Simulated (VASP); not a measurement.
A run of VASP 6.6.1:

Contents of INCAR:

```
ALGO = Normal ; EDIFF = 1E-6
ENCUT = 520 ; GGA = PE
ISIF = 2 ; ISMEAR = -1
LASPH = True ; LCHARG = True
LELF = True ; LREAL = False
LVHAR = True ; LWAVE = False
NBANDS = 18 ; NELM = 60
PREC = Accurate ; SIGMA = 0.06122561905347299
```

File KPOINTS:

```
k-points
0
Gamma
  10 10 10
```

The input POSCAR:

```
Sc
1.0
    0.0000000000      3.1865289564      3.1865289564
    3.1865289564      0.0000000000      3.1865289564
    3.1865289564      3.1865289564      0.0000000000
Sc
2
Direct
    0.0000000000      0.0000000000      0.0000000000
    0.2500000000      0.2500000000      0.2500000000
```

Potentials or basis: VASP PAW PBE potentials, release 64 (Sc_sv).

Run with:

```console
$ cat potpaw_PBE.64/Sc_sv/POTCAR > POTCAR
$ mpirun -np 1 vasp_std > vasp.out
```

Hardware: 1 thread of Intel(R) Xeon(R) Platinum 8488C (Sapphire Rapids), with other jobs on the host.

How long does it take, and how much memory?

Wall time 33 s on 1 thread of Intel(R) Xeon(R) Platinum 8488C (Sapphire Rapids) (shared host), peak memory 0.21 GiB. Counts: scf iterations 13, k points 47.
